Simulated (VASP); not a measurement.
Write the native input for VASP 6.6.1 that does the following.

```yaml
Task: single point
Functional: PBEsol
Potentials_or_basis: VASP PAW PBE potentials, release 64 (B)
Cutoff: 500 eV
k_mesh: 26 × 26 × 26
Occupations: fermi-dirac, width 0.08 eV
Spin: no spin polarisation
Dipole_correction: no
Further_INCAR_settings: ALGO = Normal; EDIFF = 1e-06; NBANDS = 8
```

The structure of B lies in POSCAR:

```
B
1.0
    0.0000000000      1.2158103173      1.2158103173
    1.2158103173      0.0000000000      1.2158103173
    1.2158103173      1.2158103173      0.0000000000
B
1
Direct
    0.0000000000      0.0000000000      0.0000000000
```

This cell differs from its parent crystal: volume scaled by 0.617, to set the pressure.

These files were run (other wordings do the same):

INCAR

```
ALGO = Normal
EDIFF = 1E-6
ENCUT = 500
GGA = PS
GGA_COMPAT = F
ISIF = 2
ISMEAR = -1
LASPH = T
LCHARG = T
LELF = T
LREAL = F
LVHAR = T
LWAVE = F
NBANDS = 8
NELM = 120
PREC = Accurate
SIGMA = 0.08
```

KPOINTS

```
k-points
0
Gamma
  26 26 26
```

Potentials or basis: VASP PAW PBE potentials, release 64 (B).

Run with:

```sh
$ cat potpaw_PBE.64/B/POTCAR > POTCAR
$ mpirun -np 1 vasp_std > vasp.out
```

It gave:

```
Pressure : 320.1 GPa
```

Caveat: the cell differs from its parent crystal (volume scaled by 0.617, to set the pressure); the PAW data sets were made with another functional, which shifts forces and pressure a little.

Run time: 9.7 s on 1 thread of Intel Xeon 6975P-C, with other jobs on the host, peak memory 0.11 GiB.
